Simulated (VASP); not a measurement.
# Be24Cl in VASP: single point with PBE

Aim: the single point of Be24Cl with PBE.

All numbers are computed with VASP 6.6.1; they aren't measurements. Logs are shortened: lines on timing, memory, paths and dates and some standing lists are left out, and cuts for length are marked.

### Step 1. The cell of the first run

The cell holds a slab with vacuum, 25 atoms: a = 4.525 Å, b = 7.134 Å, c = 19.869 Å, α = 90.00°, β = 90.00°, γ = 90.00°.

### Step 2. Single point, PBE

The input, INCAR:

```
PREC = Accurate
ENCUT = 520
EDIFF = 1E-7
ISMEAR = 0
SIGMA = 0.1
LREAL = Auto
LASPH = True
NELM = 100
ALGO = Normal
ISIF = 2
LWAVE = False
LCHARG = False
LDIPOL = True
IDIPOL = 3
DIPOL = 0.5 0.5 0.322
GGA = PE
NBANDS = 46
```

The input, KPOINTS:

```
Automatic mesh
0
Gamma
  6 4 1
```

The input, POSCAR:

```
Be24Cl
1.0
    4.5254381414      0.0000000000      0.0000000000
    0.0000000000      7.1336190818      0.0000000000
    0.0000000000      0.0000000000     19.8685529777
Be Cl
24 1
Direct
    0.0000000000      0.3750000000      0.2013231665
    0.0000000000      0.8750000000      0.2013231665
    0.5000000000      0.3750000000      0.2013231665
    0.5000000000      0.8750000000      0.2013231665
    0.2500000000      0.1250000000      0.2341987732
    0.2500000000      0.6250000000      0.2341987732
    0.7500000000      0.1250000000      0.2341987732
    0.7500000000      0.6250000000      0.2341987732
    0.2500000000      0.3750000000      0.2999499865
    0.2500000000      0.8750000000      0.2999499865
    0.7500000000      0.3750000000      0.2999499865
    0.7500000000      0.8750000000      0.2999499865
    0.0000000000      0.1250000000      0.3268353583
    0.0000000000      0.6250000000      0.3268353583
    0.5000000000      0.1250000000      0.3268353583
    0.5000000000      0.6250000000      0.3268353583
    0.0000000000      0.3750000000      0.3993099146
    0.0000000000      0.8750000000      0.3993099146
    0.5000000000      0.3750000000      0.3993099146
    0.5000000000      0.8750000000      0.3993099146
    0.2500000000      0.1250000000      0.4211958962
    0.2500000000      0.6250000000      0.4211958962
    0.7500000000      0.1250000000      0.4211958962
    0.7500000000      0.6250000000      0.4211958962
    0.4166666667      0.2500000000      0.5087589181
```

Potentials or basis: VASP PAW PBE potentials, release 64 (Be, Cl).

The run is started by

```console
cat potpaw_PBE.64/Be/POTCAR potpaw_PBE.64/Cl/POTCAR > POTCAR
mpirun -np 1 vasp_std > vasp.out
```

OUTCAR:

```text
PREC = Accurate
   ENCUT = 520
   EDIFF = 1E-7
   ISMEAR = 0
   LREAL = Auto
   LASPH = True
   NELM = 100
   ISIF = 2
   GGA = PE

 ion  position               nearest neighbor table
   1  0.000  0.375  0.201-   5 2.21   6 2.21   7 2.21   8 2.21   3 2.26   3 2.26  11 2.26   9 2.26

   2  0.000  0.875  0.201-   5 2.21   6 2.21   7 2.21   8 2.21   4 2.26   4 2.26  12 2.26  10 2.26

   3  0.500  0.375  0.201-   5 2.21   6 2.21   7 2.21   8 2.21   1 2.26   1 2.26  11 2.26   9 2.26
[... 39 lines left out ...]
  23  0.750  0.125  0.421-  17 2.16  18 2.16  19 2.16  20 2.16  13 2.19  15 2.19  21 2.26  21 2.26
                            25 2.47
  24  0.750  0.625  0.421-  17 2.16  18 2.16  19 2.16  20 2.16  14 2.19  16 2.19  22 2.26  22 2.26

  25  0.417  0.250  0.509-  21 2.10  19 2.38  23 2.47

  LATTYP: Found a simple orthorhombic cell.
 ALAT       =     4.5254381414
 B/A-ratio  =     1.5763377730
 C/A-ratio  =     4.3904153271

  Lattice vectors:

 A1 = (   4.5254381414,   0.0000000000,   0.0000000000)
 A2 = (   0.0000000000,   7.1336190818,   0.0000000000)
 A3 = (   0.0000000000,   0.0000000000,  19.8685529777)

Analysis of symmetry for initial positions (statically):
=====================================================================
 Subroutine PRICEL returns:
 Original cell was already a primitive cell.

 Routine SETGRP: Setting up the symmetry group for a
 simple orthorhombic supercell.

 Subroutine GETGRP returns: Found  1 space group operations
 (whereof  1 operations were pure point group operations)
 out of a pool of  8 trial point group operations.

The static configuration has the point symmetry C_1 .

Analysis of symmetry for dynamics (positions and initial velocities):
=====================================================================
 Subroutine PRICEL returns:
 Original cell was already a primitive cell.

 Routine SETGRP: Setting up the symmetry group for a
 simple orthorhombic supercell.

 Subroutine GETGRP returns: Found  1 space group operations
 (whereof  1 operations were pure point group operations)
 out of a pool of  8 trial point group operations.

The dynamic configuration has the point symmetry C_1 .

 Subroutine INISYM returns: Found  1 space group operations
 (whereof  1 operations are pure point group operations),
 and found     1 'primitive' translations

----------------------------------------------------------------------------------------

                                     Primitive cell

  volume of cell :     641.4116

  direct lattice vectors                    reciprocal lattice vectors
     4.525438141  0.000000000  0.000000000     0.220973079  0.000000000  0.000000000
     0.000000000  7.133619082  0.000000000     0.000000000  0.140181300  0.000000000
     0.000000000  0.000000000 19.868552978     0.000000000  0.000000000  0.050330792

  length of vectors
     4.525438141  7.133619082 19.868552978     0.220973079  0.140181300  0.050330792

  position of ions in fractional coordinates (direct lattice)
     0.000000000  0.375000000  0.201323167
     0.000000000  0.875000000  0.201323167
     0.500000000  0.375000000  0.201323167
     0.500000000  0.875000000  0.201323167
     0.250000000  0.125000000  0.234198773
     0.250000000  0.625000000  0.234198773
[... 17 lines left out ...]
     0.750000000  0.625000000  0.421195896
     0.416666667  0.250000000  0.508758918

  ion indices of the primitive-cell ions
   primitive index   ion index
                 1           1
                 2           2
                 3           3
                 4           4
                 5           5
                 6           6
[... 17 lines left out ...]
                24          24
                25          25

----------------------------------------------------------------------------------------

 KPOINTS: Automatic mesh

Automatic generation of k-mesh.
 Grid dimensions read from file:
 generate k-points for:    6    4    1

 Generating k-lattice:

  Cartesian coordinates                     Fractional coordinates (reciprocal lattice)
     0.036828847  0.000000000  0.000000000     0.166666667  0.000000000  0.000000000
     0.000000000  0.035045325  0.000000000     0.000000000  0.250000000  0.000000000
     0.000000000  0.000000000  0.050330792     0.000000000  0.000000000  1.000000000

  Length of vectors
     0.036828847  0.035045325  0.050330792

  Shift w.r.t. Gamma in fractional coordinates (k-lattice)
     0.000000000  0.000000000  0.000000000

 Subroutine IBZKPT returns following result:
 ===========================================

 Found     14 irreducible k-points:

 Following reciprocal coordinates:
            Coordinates               Weight
  0.000000  0.000000  0.000000      1.000000
  0.166667  0.000000  0.000000      2.000000
  0.333333  0.000000  0.000000      2.000000
  0.500000  0.000000  0.000000      1.000000
  0.000000  0.250000  0.000000      2.000000
  0.166667  0.250000  0.000000      2.000000
  0.166667 -0.250000  0.000000      2.000000
  0.333333  0.250000  0.000000      2.000000
  0.333333 -0.250000  0.000000      2.000000
  0.500000  0.250000  0.000000      2.000000
  0.000000  0.500000  0.000000      1.000000
  0.166667  0.500000  0.000000      2.000000
  0.333333  0.500000  0.000000      2.000000
  0.500000  0.500000  0.000000      1.000000
   k-points           NKPTS =     14   k-points in BZ     NKDIM =     14   number of bands    NBANDS=     46
   number of dos      NEDOS =    301   number of ions     NIONS =     25
   total plane-waves  NPLWV = 291600
   dimension x,y,z NGX =    36 NGY =   54 NGZ =  150
   dimension x,y,z NGXF=    72 NGYF=  108 NGZF=  300
   ions per type =              24   1
   NGX,Y,Z   is equivalent  to a cutoff of  13.22, 12.58, 12.55 a.u.
   NGXF,Y,Z  is equivalent  to a cutoff of  26.45, 25.17, 25.10 a.u.
 SYSTEM =  unknown system
   PREC   = accura    normal or accurate (medium, high low for compatibility)
   ISTART =      0    job   : 0-new  1-cont  2-samecut
   ICHARG =      2    charge: 1-file 2-atom 10-const
   ISPIN  =      1    spin polarized calculation?
   LNONCOLLINEAR =      F non collinear calculations
   LSORBIT =      F    spin-orbit coupling
   LASPH  =      T    aspherical Exc in radial PAW
   ENCUT  =  520.0 eV  38.22 Ry    6.18 a.u.   8.41 13.26 36.94*2*pi/ulx,y,z
   NELM   =    100;   NELMIN=  2; NELMDL= -5     # of ELM steps
   EDIFF  = 0.1E-06   stopping-criterion for ELM
   LREAL  =      T    real-space projection
   EDIFFG = 0.1E-05   stopping-criterion for IOM
   NSW    =      0    number of steps for IOM
   IBRION =     -1    ionic relax: 0-MD 1-quasi-New 2-CG
   NFREE  =      0    steps in history (QN), initial steepest desc. (CG)
   ISIF   =      2    stress and relaxation
   ISYM   =      2    0-nonsym 1-usesym 2-fastsym
   POTIM  = 0.5000    time-step for ionic-motion
   TEBEG  =    0.0;   TEEND  =   0.0 temperature during run
   PSTRESS=    0.0 pullay stress
   NELECT =      55.0000    total number of electrons
   NUPDOWN=      -1.0000    fix difference up-down
   EMIN   =  10.00;   EMAX   =-10.00  energy-range for DOS
   EFERMI =   0.00;   METHOD = LEGACY
   ISMEAR =     0;   SIGMA  =   0.10  broadening in eV -4-tet -1-fermi 0-gaus
   EFERMI_NEDOS =   21; number of points for ismear=-14 and -15
   IALGO  =     38    algorithm
   IMIX   =      4    mixing-type and parameters
     AMIX     =   0.40;   BMIX     =  1.00
     AMIX_MAG =   1.60;   BMIX_MAG =  1.00
  volume/ion in A,a.u.               =      25.66       173.14
  Fermi-wavevector in a.u.,A,eV,Ry     =   0.721911  1.364213  7.090745  0.521155
  Thomas-Fermi vector in A             =   1.811739
   LORBIT       =      0    0 simple, 1 ext, 2 COOP (PROOUT), +10 PAW based schemes
   GGA     = PE    functional components
   LHFCALC =     F    Hartree Fock is set to
   AEXX    =    0.0000 exact exchange contribution
   IVDW    =     0    specifies the selected vdW correction
   LEPSILON=     F    determine dielectric tensor
   LRPA    =     F    only Hartree local field effects (RPA)
 non-spin polarized calculation
 Gauss-broadening in eV      SIGMA  =   0.10
  energy-cutoff  :      520.00
  volume of cell :      641.41
 maximum number of plane-waves:     17327
 NGX is ok and might be reduce to    36
   NGX = 17   NGY = 27   NGZ = 73

 dipolmoment           0.000000      0.000000     -0.100302 electrons x Angstroem

 number of electron      55.0000001 magnetization

 dipolmoment           0.000000      0.000000      0.113264 electrons x Angstroem

 Free energy of the ion-electron system (eV)
  ---------------------------------------------------
  ext. energy  EPLUGINS =         0.00000000
  ---------------------------------------------------
  free energy    TOTEN  =       -86.24878489 eV

  energy without entropy =      -86.22790101  energy(sigma->0) =      -86.23834295

 E-fermi :  -0.9977     XC(G=0):  -4.3903

 val. band max:       -1.0473403850   @ k =   0.5000   0.5000   0.0000
 cond. band min:      -0.9857140207   @ k =   0.1667  -0.2500   0.0000
 fundamental gap:      0.0616263643
 Fermi energy:        -0.9976512087

 k-point     1 :       0.0000    0.0000    0.0000
  band No.  band energies     occupation
      1     -17.0062      2.00000
      2     -11.3035      2.00000
      3      -9.2909      2.00000
      4      -9.1826      2.00000
      5      -9.1373      2.00000
      6      -7.3605      2.00000
[... 577 lines left out ...]
     38       3.4249      0.00000
     39       3.4472      0.00000
 [bands above 39 left out]

------------------------ aborting loop because EDIFF is reached ----------------------------------------

 vacuum level on the upper side and lower side of the slab       (xc-potential included)         0.277        -0.331

  FORCE on cell =-STRESS in cart. coord.  units (eV):
  Direction    XX          YY          ZZ          XY          YZ          ZX
  --------------------------------------------------------------------------------------
  -------------------------------------------------------------------------------------
  Total        1.2513199     -3.6189839     -0.6903892     -0.0475025     -1.9574160      0.3990801
  in kB        3.1256629     -9.0398338     -1.7245182     -0.1186561     -4.8894153      0.9968593
  external PRESSURE =      -2.5462297 kB  Pullay stress =       0.0000000 kB

 VOLUME and BASIS-vectors are now :
 -----------------------------------------------------------------------------
  energy-cutoff  :      520.00
  volume of cell :      641.41
      direct lattice vectors                 reciprocal lattice vectors
     4.525438141  0.000000000  0.000000000     0.220973079  0.000000000  0.000000000
     0.000000000  7.133619082  0.000000000     0.000000000  0.140181300  0.000000000
     0.000000000  0.000000000 19.868552978     0.000000000  0.000000000  0.050330792

 POSITION                                       TOTAL-FORCE (eV/Angst)
 -----------------------------------------------------------------------------------
      0.00000      2.67511      4.00000         0.028824     -0.046884      0.530750
      0.00000      6.24192      4.00000        -0.041416      0.016525      0.538581
      2.26272      2.67511      4.00000        -0.021002      0.038555      0.571141
      2.26272      6.24192      4.00000         0.040751     -0.174412      0.525712
      1.13136      0.89170      4.65319        -0.030054      0.061738     -0.645559
      1.13136      4.45851      4.65319        -0.006775     -0.024617     -0.684436
[... 17 lines left out ...]
      3.39408      4.45851      8.36855         0.186247     -0.020972     -0.072072
      1.88560      1.78340     10.10830         0.245362     -0.748738      0.008980
 -----------------------------------------------------------------------------------
    total drift:                                0.000029      0.000092      0.002694

  FREE ENERGIE OF THE ION-ELECTRON SYSTEM (eV)
  ---------------------------------------------------
  free  energy   TOTEN  =       -86.2487848896 eV

  energy  without entropy=      -86.2279010129  energy(sigma->0) =      -86.23834295

 vacuum level on the upper side and lower side of the slab         3.937         3.315
```

It took 24 min on 1 thread of Oxide Virtual Turin-like, shared host; peak memory 0.69 GiB.

Results:

```yaml
Free_energy: -86.2488 eV
Largest_force: 0.910 eV/Å
Band_gap_on_the_k_mesh: zero (an odd number of electrons rules out a gap without spin polarisation)
```

Forces in eV/Å, atoms in the order of the input:
```
Be   0.029 -0.047  0.531
Be  -0.041  0.017  0.539
Be  -0.021  0.039  0.571
Be   0.041 -0.174  0.526
Be  -0.030  0.062 -0.646
Be  -0.007 -0.025 -0.684
Be   0.027  0.061 -0.633
Be  -0.003  0.108 -0.786
Be  -0.135  0.024  0.223
Be  -0.035 -0.087  0.066
Be   0.115  0.099  0.031
Be   0.053 -0.050  0.094
Be   0.087  0.045  0.126
Be  -0.071  0.043 -0.047
Be  -0.002  0.002  0.399
Be   0.057  0.143 -0.014
Be  -0.316  0.504 -0.689
Be  -0.043 -0.141 -0.096
Be   0.161  0.349  0.118
Be   0.002 -0.230 -0.323
Be   0.029 -0.153  0.606
Be  -0.149  0.224 -0.104
Be  -0.179 -0.043  0.257
Be   0.186 -0.021 -0.072
Cl   0.245 -0.749  0.009
```

The gap in the log of VASP goes by the Fermi energy; the results here count the filled bands.